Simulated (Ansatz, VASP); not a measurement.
**Two plane-wave programs on Na2MgSb2O6**

```
Na Mg Sb O
1.0
     2.79455    1.61344    5.69140
    -2.79455    1.61344    5.69140
     0.00000   -3.22687    5.69140
Na Mg Sb O
2 1 2 6
Direct
  0.33286 0.33286 0.33286
  0.66714 0.66714 0.66714
  0.50000 0.50000 0.50000
  0.15265 0.15265 0.15265
  0.84735 0.84735 0.84735
  0.47246 0.75090 0.08824
  0.08824 0.47246 0.75090
  0.75090 0.08824 0.47246
  0.52754 0.24910 0.91176
  0.24910 0.91176 0.52754
  0.91176 0.52754 0.24910
```

Alike in both runs: task single point; functional PBE; k mesh 6 × 6 × 6; occupations gaussian, width 0.1 eV; no spin polarisation.

```csv
,VASP,Ansatz
version,VASP 6.6.1,Ansatz 0.2.0
potentials or method,"VASP PAW PBE potentials, release 64 (Na_pv, Mg, Sb, O), cutoff 520 eV","scalar-relativistic, plane waves, PAW"
valence electrons in the cell,62,94
```

|  | VASP | Ansatz | Ansatz less VASP |
| --- | --- | --- | --- |
| gap on the k mesh at the Fermi level (eV) | none | none | - |
| pressure (GPa) | 0.1 | 0.7 | +0.59 |
| traceless stress, the component that is largest in VASP (GPa) | 0.25 | 0.07 | -0.177 |
| rms of the force components (eV/Å) | 0.026 | 0.028 | +0.0023 |

Atom by atom the forces differ by 0.023 eV/Å (rms over components). A gap of «none» marks a metal or a gap that the smearing closes. VASP's potentials hold 62 valence electrons a cell and Ansatz's 94, so a difference there can come from the potentials and not from the codes.

Neither program's run includes spin-orbit coupling.
